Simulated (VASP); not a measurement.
# Al16Ru in VASP: a series of runs, part 2 of 2

VASP 6.6.1. The steps go on from the part before.

### Step 3. Single point, r2SCAN+D3(BJ)

Contents of POSCAR:

```
Al16Ru
1.0
    5.7275650000      0.0000000000      0.0000000000
    2.8637820000      4.9602170000      0.0000000000
    0.0000000000      0.0000000000     18.0148060000
Al Ru
16 1
Direct
    0.0000000000      0.0000000000      0.0555098956
    0.5000000873      0.0000000000      0.0555098956
   -0.0000000504      0.5000001008      0.0555098956
    0.5000000369      0.5000001008      0.0555098956
    0.1672172752      0.1663828417      0.1824344375
    0.6632475506      0.1700913488      0.1800013278
    0.1680835874      0.6659498970      0.1826009117
    0.6632461694      0.6666448262      0.1800032151
   -0.1688594903      0.3344111760      0.3036706585
    0.3402779066      0.3262609277      0.3121343633
   -0.1737699832      0.8368779027      0.3025798335
    0.3402613229      0.8334343034      0.3121395257
   -0.0375504156     -0.0103201130      0.4270817016
    0.3870292775      0.0564312005      0.4657077628
   -0.0374778260      0.5477748252      0.4270598307
    0.4914744273      0.5042406411      0.4418117520
   -0.0967978382      0.2984123477      0.5158699461
```

Contents of INCAR.step1:

```
  ALGO = Normal
  EDIFF = 1E-4
  ENCUT = 520
  GGA = PE
  ISMEAR = 0
  LASPH = True
  LCHARG = False
  LREAL = Auto
  LWAVE = True
  NBANDS = 45
  NELM = 100
  PREC = Accurate
  SIGMA = 0.15
```

Contents of INCAR.step2:

```
  ALGO = Normal
  EDIFF = 1E-6
  ENCUT = 520
  ISIF = 2
  ISMEAR = 0
  ISTART = 1
  IVDW = 12
  LASPH = True
  LCHARG = False
  LMIXTAU = True
  LREAL = Auto
  LWAVE = False
  METAGGA = R2SCAN
  NBANDS = 45
  NELM = 100
  PREC = Accurate
  SIGMA = 0.15
  VDW_A1 = 0.49484001
  VDW_A2 = 5.73083694
  VDW_S6 = 1.0
  VDW_S8 = 0.78981345
```

Contents of KPOINTS:

```
k-points
0
Gamma
  3 3 1
```

Potentials or basis: VASP PAW PBE potentials, release 64 (Al, Ru_pv).

Started as:

```
cat potpaw_PBE.64/Al/POTCAR potpaw_PBE.64/Ru_pv/POTCAR > POTCAR
cp INCAR.step1 INCAR
mpirun -np 1 vasp_std > vasp.out
cp INCAR.step2 INCAR
mpirun -np 1 vasp_std > vasp.out
```

OUTCAR:

```text
EDIFF = 1E-6
   ENCUT = 520
   ISIF = 2
   ISMEAR = 0
   ISTART = 1
   IVDW = 12
   LASPH = True
   LREAL = Auto
   METAGGA = R2SCAN
   NELM = 100
   PREC = Accurate
 IVDW          = 12

 ion  position               nearest neighbor table
   1  0.000  0.000  0.056-   6 2.80   5 2.82   7 2.83   2 2.86   3 2.86   4 2.86   4 2.86   3 2.86
                             2 2.86
   2  0.500  0.000  0.056-   6 2.79   8 2.79   5 2.82   1 2.86   3 2.86   4 2.86   4 2.86   1 2.86
                             3 2.86
   3  1.000  0.500  0.056-   8 2.80   5 2.82   7 2.83   4 2.86   2 2.86   1 2.86   1 2.86   4 2.86
                             2 2.86
   4  0.500  0.500  0.056-   8 2.78   6 2.78   7 2.82   3 2.86   2 2.86   1 2.86   1 2.86   2 2.86
                             3 2.86
   5  0.167  0.166  0.182-   9 2.75   2 2.82   1 2.82   3 2.82   8 2.85   6 2.85  10 2.86  12 2.86
                             7 2.86   7 2.86   6 2.88   8 2.88
   6  0.663  0.170  0.180-  11 2.76   9 2.77   4 2.78   2 2.79   1 2.80   7 2.84   8 2.84   5 2.85
                            10 2.87   5 2.88   8 2.88   7 2.89
   7  0.168  0.666  0.183-  11 2.75   4 2.82   3 2.83   1 2.83   8 2.84   6 2.84   5 2.86   5 2.86
                            12 2.88  10 2.88   6 2.89   8 2.89
   8  0.663  0.667  0.180-  11 2.76   9 2.77   4 2.78   2 2.79   3 2.80   7 2.84   6 2.84   5 2.85
[... 228 lines left out ...]
      6      -5.9314      2.00000
[... 219 lines left out ...]
     42       5.5282      0.00000
     43       5.6735      0.00000
 [bands above 43 left out]

------------------------ aborting loop because EDIFF is reached ----------------------------------------

 Edisp (eV)   -2.05568

 E8    (eV) :    -0.7554

  FORCE on cell =-STRESS in cart. coord.  units (eV):
  Direction    XX          YY          ZZ          XY          YZ          ZX
  --------------------------------------------------------------------------------------
  -------------------------------------------------------------------------------------
  Total      -9.97860    -5.93561    -0.39630     3.50207     0.00788    -0.01199
  in kB     -31.23777   -18.58127    -1.24060    10.96313     0.02468    -0.03754
  external pressure =      -17.02 kB  Pullay stress =        0.00 kB

 VOLUME and BASIS-vectors are now :
 -----------------------------------------------------------------------------
  energy-cutoff  :      520.00
  volume of cell :      511.80
      direct lattice vectors                 reciprocal lattice vectors
     5.727565000  0.000000000  0.000000000     0.174594265 -0.100802024  0.000000000
     2.863782000  4.960217000  0.000000000     0.000000000  0.201604083  0.000000000
     0.000000000  0.000000000 18.014806000     0.000000000  0.000000000  0.055509896

 POSITION                                       TOTAL-FORCE (eV/Angst)
 -----------------------------------------------------------------------------------
      0.00000      0.00000      1.00000         0.051667      0.121062     -0.014111
      2.86378      0.00000      1.00000        -0.036619      0.021077      0.076782
      7.15946      2.48011      1.00000        -0.079093     -0.105342     -0.014109
      4.29567      2.48011      1.00000         0.066476     -0.038440     -0.000785
      1.43423      0.82529      3.28652        -0.000578      0.000343     -0.001555
      4.28590      0.84369      3.24269        -0.003285      0.000934      0.003905
[... 9 lines left out ...]
      4.25899      2.50114      7.95915        -0.012797      0.007508     -0.018920
      6.02774      1.48019      9.29330         0.001075     -0.000603      0.047811
 -----------------------------------------------------------------------------------
    total drift:                               -0.001877      0.001531      0.001966

  FREE ENERGIE OF THE ION-ELECTRON SYSTEM (eV)
  ---------------------------------------------------
  free  energy   TOTEN  =      -131.1193245635 eV

  energy  without entropy=     -131.0817842821  energy(sigma->0) =     -131.10055442
```

OSZICAR.step1:

```text
N       E                     dE             d eps       ncg     rms          rms(c)
DAV:   1     0.173538780111E+03    0.17354E+03   -0.23892E+04   530   0.107E+03
DAV:   2    -0.545943395849E+02   -0.22813E+03   -0.21325E+03   552   0.179E+02
DAV:   3    -0.685382441334E+02   -0.13944E+02   -0.13328E+02   612   0.368E+01
DAV:   4    -0.690705587006E+02   -0.53231E+00   -0.52762E+00   668   0.787E+00
DAV:   5    -0.690921351716E+02   -0.21576E-01   -0.21565E-01   674   0.154E+00    0.955E+00
DAV:   6    -0.665248814393E+02    0.25673E+01   -0.85296E+00   478   0.125E+01    0.533E+00
DAV:   7    -0.661638396914E+02    0.36104E+00   -0.39610E+00   536   0.130E+01    0.614E+00
DAV:   8    -0.658123083469E+02    0.35153E+00   -0.26186E+00   554   0.839E+00    0.238E+00
DAV:   9    -0.655358911965E+02    0.27642E+00   -0.56312E-01   538   0.469E+00    0.918E-01
DAV:  10    -0.654999869349E+02    0.35904E-01   -0.12662E-01   527   0.131E+00    0.588E-01
DAV:  11    -0.654852058256E+02    0.14781E-01   -0.25123E-02   548   0.699E-01    0.285E-01
DAV:  12    -0.654772340967E+02    0.79717E-02   -0.74590E-03   580   0.299E-01    0.172E-01
DAV:  13    -0.654748281504E+02    0.24059E-02   -0.25740E-03   612   0.138E-01    0.878E-02
DAV:  14    -0.654760157354E+02   -0.11876E-02   -0.28282E-03   514   0.141E-01    0.571E-02
DAV:  15    -0.654788296397E+02   -0.28139E-02   -0.95651E-04   463   0.138E-01    0.444E-02
DAV:  16    -0.654799715120E+02   -0.11419E-02   -0.28479E-04   428   0.794E-02    0.132E-02
DAV:  17    -0.654804207827E+02   -0.44927E-03   -0.86083E-05   378   0.427E-02    0.790E-03
DAV:  18    -0.654804916111E+02   -0.70828E-04   -0.19597E-05   348   0.237E-02
   1 F= -.65480492E+02 E0= -.65462683E+02  d E =-.356164E-01
```

Wall time 8.1 min (1 thread of Intel Xeon 6975P-C (Granite Rapids), shared host); peak memory 0.76 GiB.

Results:

| Quantity | Value |
| --- | --- |
| Free energy | -131.1193 eV |
| Largest force | 0.132 eV/Å |
| Band gap on the k mesh | zero (bands 31 and 32 overlap by 0.53 eV) |
| Dispersion energy per atom | -0.121 eV |

Forces in eV/Å, atoms in the order of the input:
```
Al   0.052  0.121 -0.014
Al  -0.037  0.021  0.077
Al  -0.079 -0.105 -0.014
Al   0.066 -0.038 -0.001
Al  -0.001  0.000 -0.002
Al  -0.003  0.001  0.004
Al  -0.003  0.002 -0.002
Al  -0.003  0.002  0.004
Al   0.006 -0.003 -0.001
Al   0.001 -0.002 -0.003
Al  -0.001  0.000 -0.004
Al   0.002  0.000 -0.003
Al  -0.012 -0.030 -0.030
Al   0.001 -0.001 -0.011
Al   0.020  0.026 -0.029
Al  -0.013  0.008 -0.019
Ru   0.001 -0.001  0.048
```

Caveat: the k points lie up to 0.42 Å⁻¹ apart, too coarse for converged energies and pressures of a metal; there is no dipole correction, which matters where the two faces differ; the PAW data sets were made with another functional, which shifts forces and pressure a little.

### Step 4. Single point, r2SCAN+D3(BJ)

Contents of POSCAR:

```
Al16Ru
1.0
    5.7275650000      0.0000000000      0.0000000000
    2.8637820000      4.9602170000      0.0000000000
    0.0000000000      0.0000000000     18.0148060000
Al Ru
16 1
Direct
    0.0000000000      0.0000000000      0.0555098956
    0.5000000873      0.0000000000      0.0555098956
   -0.0000000504      0.5000001008      0.0555098956
    0.5000000369      0.5000001008      0.0555098956
    0.1646078862      0.1714951181      0.1807529873
    0.6685241088      0.1707342642      0.1802283633
    0.1652321562      0.6721720038      0.1822407635
    0.6631960087      0.6752831580      0.1822762343
   -0.1730289828      0.3492272616      0.3045397769
    0.3380117223      0.3382743134      0.3047846310
   -0.1745622851      0.8577027981      0.3101449996
    0.3194296851      0.8598436318      0.3116241718
   -0.0217567872      0.0446236526      0.4505591678
    0.5328164045     -0.0585786872      0.4514719170
    0.0340125680      0.4976296400      0.4250097392
    0.4740097284      0.5025548277      0.4295563327
   -0.2314811098      0.4880923556      0.5169336822
```

Contents of INCAR.step1:

```
SYSTEM = Al16Ru
ALGO = Normal
EDIFF = 1E-4
ENCUT = 520
GGA = PE
ISMEAR = 0
LASPH = .TRUE.
LCHARG = .FALSE.
LREAL = Auto
LWAVE = .TRUE.
NBANDS = 45
NELM = 80
PREC = Accurate
SIGMA = 0.15
```

Contents of INCAR.step2:

```
SYSTEM = Al16Ru
ALGO = Normal
EDIFF = 1E-6
ENCUT = 520
ISIF = 2
ISMEAR = 0
ISTART = 1
IVDW = 12
LASPH = .TRUE.
LCHARG = .FALSE.
LMIXTAU = .TRUE.
LREAL = Auto
LWAVE = .FALSE.
METAGGA = R2SCAN
NBANDS = 45
NELM = 80
PREC = Accurate
SIGMA = 0.15
VDW_A1 = 0.49484001
VDW_A2 = 5.73083694
VDW_S6 = 1.0
VDW_S8 = 0.78981345
```

Contents of KPOINTS:

```
k-points
0
G
  3 3 1
  0 0 0
```

Started as:

```
cat potpaw_PBE.64/Al/POTCAR potpaw_PBE.64/Ru_pv/POTCAR > POTCAR
cp INCAR.step1 INCAR
mpirun -np 1 vasp_std > vasp.out
cp INCAR.step2 INCAR
mpirun -np 1 vasp_std > vasp.out
```

Run time: 10 min. Hardware: 1 thread of Intel Xeon 6975P-C (Granite Rapids), shared host; peak memory 0.76 GiB.

Results (log left out):

* Free energy: -131.0456 eV
* Largest force: 0.232 eV/Å
* Band gap on the k mesh: zero (bands 31 and 32 overlap by 0.45 eV)
* Dispersion energy per atom: -0.121 eV

Forces in eV/Å, atoms in the order of the input:
```
Al   0.020  0.083  0.089
Al   0.001 -0.047  0.070
Al  -0.149  0.033 -0.064
Al   0.159  0.037 -0.050
Al   0.000  0.009 -0.004
Al   0.001  0.013  0.000
Al   0.005  0.005  0.007
Al   0.003  0.007  0.001
Al   0.013  0.023 -0.017
Al  -0.016  0.014 -0.033
Al  -0.008  0.018  0.017
Al   0.026  0.005  0.006
Al   0.038  0.022 -0.063
Al   0.009 -0.064  0.090
Al   0.061  0.058 -0.011
Al  -0.093  0.004 -0.055
Ru  -0.071 -0.220  0.017
```

Levels at points of the mesh, in eV from the Fermi level:
| k point | band 27 | band 28 | band 29 | band 30 | band 31 | band 32 | band 33 | band 34 | band 35 | band 36 |
| --- | --- | --- | --- | --- | --- | --- | --- | --- | --- | --- |
| (0.00, 0.00, 0.00) | -1.51 | -1.34 | -1.25 | -0.96 | -0.89 | -0.27 | 0.08 | 0.54 | 0.63 | 0.67 |

Caveat: the k points lie up to 0.42 Å⁻¹ apart; there is no dipole correction, which matters where the two faces differ; the PAW data sets were made with another functional, which shifts forces and pressure a little.

### Step 5. Single point, r2SCAN+D3(BJ)

Contents of POSCAR:

```
Al16Ru
1.0
    5.7275650000      0.0000000000      0.0000000000
    2.8637820000      4.9602170000      0.0000000000
    0.0000000000      0.0000000000     18.0148060000
Al Ru
16 1
Direct
    0.0000000000      0.0000000000      0.0555098956
    0.5000000873      0.0000000000      0.0555098956
   -0.0000000504      0.5000001008      0.0555098956
    0.5000000369      0.5000001008      0.0555098956
    0.1669311248      0.1677184688      0.1816995975
    0.6711624248      0.1643926062      0.1801006905
    0.1669272864      0.6653055703      0.1817086457
    0.6635011340      0.6682338696      0.1822225008
   -0.1713600913      0.3334894421      0.3062737395
    0.3490421736      0.3254323349      0.3062134558
   -0.1713595312      0.8378304820      0.3063013834
    0.3166597282      0.8416474521      0.3114675229
   -0.0324415391      0.0160071626      0.4585817355
    0.4945713874     -0.0040484116      0.4385570958
    0.0388531613      0.4804332149      0.4220109836
    0.4946406875      0.5091251048      0.4385175727
   -0.2532998098      0.6264548507      0.5175607775
```

Contents of INCAR.step1:

```
ALGO = Normal ; EDIFF = 1E-4
ENCUT = 520 ; GGA = PE
ISMEAR = 0 ; LASPH = T
LCHARG = F ; LREAL = Auto
LWAVE = T ; NBANDS = 45
NELM = 80 ; PREC = Accurate
SIGMA = 0.15
```

Contents of INCAR.step2:

```
ALGO = Normal ; EDIFF = 1E-7
ENCUT = 520 ; ISIF = 2
ISMEAR = 0 ; ISTART = 1
IVDW = 12 ; LASPH = T
LCHARG = F ; LMIXTAU = T
LREAL = Auto ; LWAVE = F
METAGGA = R2SCAN ; NBANDS = 45
NELM = 80 ; PREC = Accurate
SIGMA = 0.15 ; VDW_A1 = 0.49484001
VDW_A2 = 5.73083694 ; VDW_S6 = 1.0
VDW_S8 = 0.78981345
```

Contents of KPOINTS:

```
k-points
0
Gamma
  3 3 1
```

Started as:

```
cat potpaw_PBE.64/Al/POTCAR potpaw_PBE.64/Ru_pv/POTCAR > POTCAR
cp INCAR.step1 INCAR
mpirun -np 1 vasp_std > vasp.out
cp INCAR.step2 INCAR
mpirun -np 1 vasp_std > vasp.out
```

It took 11 min on 1 thread of Intel Xeon 6975P-C (Granite Rapids), shared host; peak memory 0.76 GiB.

Results (log left out):

* Free energy: -130.6403 eV
* Largest force: 0.187 eV/Å
* Band gap on the k mesh: zero (bands 31 and 32 overlap by 0.18 eV)
* Dispersion energy per atom: -0.121 eV

Forces in eV/Å, atoms in the order of the input:
```
Al   0.023 -0.013  0.185
Al   0.003 -0.084 -0.018
Al  -0.086  0.050 -0.104
Al   0.074  0.039 -0.018
Al  -0.004 -0.001 -0.001
Al  -0.001  0.001 -0.003
Al  -0.001  0.004 -0.001
Al   0.004 -0.002 -0.001
Al  -0.001 -0.010 -0.008
Al  -0.002  0.002 -0.027
Al   0.008  0.006 -0.009
Al   0.010 -0.006 -0.011
Al   0.008 -0.005 -0.035
Al  -0.006 -0.002  0.011
Al   0.014 -0.009 -0.022
Al  -0.002  0.007  0.012
Ru  -0.041  0.023  0.051
```

Levels at points of the mesh, in eV from the Fermi level:
| k point | band 29 | band 30 | band 31 | band 32 | band 33 | band 34 |
| --- | --- | --- | --- | --- | --- | --- |
| (0.00, 0.00, 0.00) | -1.00 | -0.91 | -0.81 | -0.14 | 0.07 | 0.66 |

Caveat: the k points lie up to 0.42 Å⁻¹ apart; there is no dipole correction, which matters where the two faces differ; the PAW data sets were made with another functional, which shifts forces and pressure a little.

### Step 6. Single point, r2SCAN+D3(BJ)

Contents of POSCAR:

```
Al16Ru
1.0
    5.7275650000      0.0000000000      0.0000000000
    2.8637820000      4.9602170000      0.0000000000
    0.0000000000      0.0000000000     18.0148060000
Al Ru
16 1
Direct
    0.0000000000      0.0000000000      0.0555098956
    0.5000000873      0.0000000000      0.0555098956
   -0.0000000504      0.5000001008      0.0555098956
    0.5000000369      0.5000001008      0.0555098956
    0.1652456672      0.1625580091      0.1822372664
    0.6685313151      0.1606911552      0.1802286963
    0.1646172791      0.6638465616      0.1807566509
    0.6632027260      0.6614785200      0.1822739029
   -0.1745427671      0.3167772700      0.3101286242
    0.3380462855      0.3236213254      0.3047960661
   -0.1730223807      0.8237236395      0.3045436626
    0.3194231297      0.8206659104      0.3116170665
   -0.0217888163     -0.0230876996      0.4505601115
    0.4739723948      0.0232731753      0.4295680453
    0.0339826670      0.4681938310      0.4250027450
    0.5328044962      0.5255552328      0.4514378895
   -0.2315347674      0.7431447052      0.5169323500
```

Contents of INCAR.step1:

```
SYSTEM = Al16Ru
PREC = Accurate
ENCUT = 520
ISMEAR = 0
SIGMA = 0.15
LREAL = Auto
LASPH = .True.
NELM = 80
NBANDS = 45
GGA = PE
ALGO = Normal
EDIFF = 1E-4
LWAVE = .True.
LCHARG = .False.
```

Contents of INCAR.step2:

```
SYSTEM = Al16Ru
PREC = Accurate
ENCUT = 520
EDIFF = 1E-7
ISMEAR = 0
SIGMA = 0.15
LREAL = Auto
LASPH = .True.
NELM = 80
ALGO = Normal
ISIF = 2
LWAVE = .False.
LCHARG = .False.
METAGGA = R2SCAN
LMIXTAU = .True.
IVDW = 12
VDW_S6 = 1.0
VDW_S8 = 0.78981345
VDW_A1 = 0.49484001
VDW_A2 = 5.73083694
NBANDS = 45
ISTART = 1
```

Contents of KPOINTS:

```
Automatic mesh
0
Gamma
  3 3 1
  0 0 0
```

Potentials or basis: VASP PAW PBE potentials, release 64 (Al, Ru_pv).

Started as:

```
cat potpaw_PBE.64/Al/POTCAR potpaw_PBE.64/Ru_pv/POTCAR > POTCAR
cp INCAR.step1 INCAR
mpirun -np 1 vasp_std > vasp.out
cp INCAR.step2 INCAR
mpirun -np 1 vasp_std > vasp.out
```

Run time: 11 min. Hardware: 1 thread of Intel Xeon 6975P-C (Granite Rapids), shared host; peak memory 0.76 GiB.

It converged, with:

```
Free energy                : -131.0452 eV
Largest force              : 0.231 eV/Å
Band gap on the k mesh     : zero (bands 31 and 32 overlap by 0.45 eV)
Dispersion energy per atom : -0.121 eV
```

Forces on the atoms (eV/Å):
```
Al  -0.061 -0.059  0.089
Al   0.047 -0.157 -0.050
Al  -0.103  0.112 -0.064
Al   0.042  0.022  0.070
Al  -0.002 -0.007  0.008
Al  -0.011 -0.007  0.001
Al  -0.008 -0.004 -0.004
Al  -0.004 -0.006  0.000
Al  -0.020 -0.002  0.017
Al  -0.020  0.007 -0.033
Al  -0.014 -0.023 -0.018
Al   0.009 -0.025  0.006
Al   0.000 -0.043 -0.062
Al  -0.050  0.079 -0.056
Al  -0.020 -0.082 -0.011
Al   0.060  0.024  0.090
Ru   0.155  0.171  0.017
```

Levels at points of the mesh, in eV from the Fermi level:
```
           k point  band 27  band 28  band 29  band 30  band 31  band 32  band 33  band 34  band 35  band 36
(0.00, 0.00, 0.00)    -1.51    -1.34    -1.25    -0.96    -0.90    -0.27     0.08     0.54     0.63     0.67
```

Caveat: the k points lie up to 0.42 Å⁻¹ apart; there is no dipole correction, which matters where the two faces differ; the PAW data sets were made with another functional, which shifts forces and pressure a little.

### Step 7. Summary

| cell | gap on the mesh (eV) | largest force (eV/Å) |
| --- | --- | --- |
| as given, atomic positions A | none | 0.13 |
| as given, atomic positions B | none | 0.23 |
| as given, atomic positions C | none | 0.19 |
| as given, atomic positions D | none | 0.23 |

Alike in all rows: task single point; level r2SCAN+D3(BJ); potentials or basis VASP PAW PBE potentials, release 64 (Al, Ru_pv); no spin polarisation; k mesh 3 × 3 × 1; cutoff (eV) 520; smearing gaussian 0.15 eV.

Caveats: all runs use coarse meshes; there is no dipole correction, which matters where the two faces differ; the PAW data sets were made with another functional, which shifts forces and pressure a little.

Total energies depend on the potentials used, so only differences within one code and one set of settings carry meaning.
